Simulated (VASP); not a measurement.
Set up this calculation in VASP 6.6.1, as the native input.

| Quantity | Value |
| --- | --- |
| Task | single point |
| Functional | PBEsol |
| Potentials or basis | VASP PAW PBE potentials, release 64 (Li_sv, Sr_sv, H) |
| Cutoff | 520 eV |
| k mesh | 5 × 5 × 5 |
| Occupations | gaussian, width 0.01 eV |
| Spin | no spin polarisation |
| Dipole correction | no |
| Further INCAR settings | ALGO = Normal; EDIFF = 1e-07; NBANDS = 16 |

The structure of SrLiH3 lies in POSCAR:

```
SrLiH3
1.0
    4.6307910000      0.0000000000      0.0000000000
    0.0000000000      4.6307910000      0.0000000000
    0.0000000000      0.0000000000      4.6307910000
Li Sr H
1 1 3
Direct
    0.0000000000      0.0000000000      0.0000000000
    0.5000000000      0.5000000000      0.5000000000
    0.0000000000      0.5000000000      0.5000000000
    0.5000000000      0.0000000000      0.5000000000
    0.5000000000      0.5000000000      0.0000000000
```

The input as run:

INCAR

```
  PREC = Accurate
  ENCUT = 520
  EDIFF = 1E-7
  ISMEAR = 0
  SIGMA = 0.01
  LREAL = False
  LASPH = True
  NELM = 100
  ALGO = Normal
  ISIF = 2
  LWAVE = False
  LCHARG = True
  GGA = PS
  LELF = True
  LVHAR = True
  NBANDS = 16
```

KPOINTS

```
regular mesh
0
Gamma
  5 5 5
```

Potentials or basis: VASP PAW PBE potentials, release 64 (Li_sv, Sr_sv, H).

Command:

```sh
$ cat potpaw_PBE.64/Li_sv/POTCAR potpaw_PBE.64/Sr_sv/POTCAR potpaw_PBE.64/H/POTCAR > POTCAR
$ mpirun -np 1 vasp_std > vasp.out
```

It gave:

* Band gap on the k mesh: 2.14 eV, indirect (least direct gap 2.49 eV)

Run time: 16 s on 1 thread of Intel(R) Xeon(R) Platinum 8488C (Sapphire Rapids), on a shared host, peak memory 0.21 GiB.
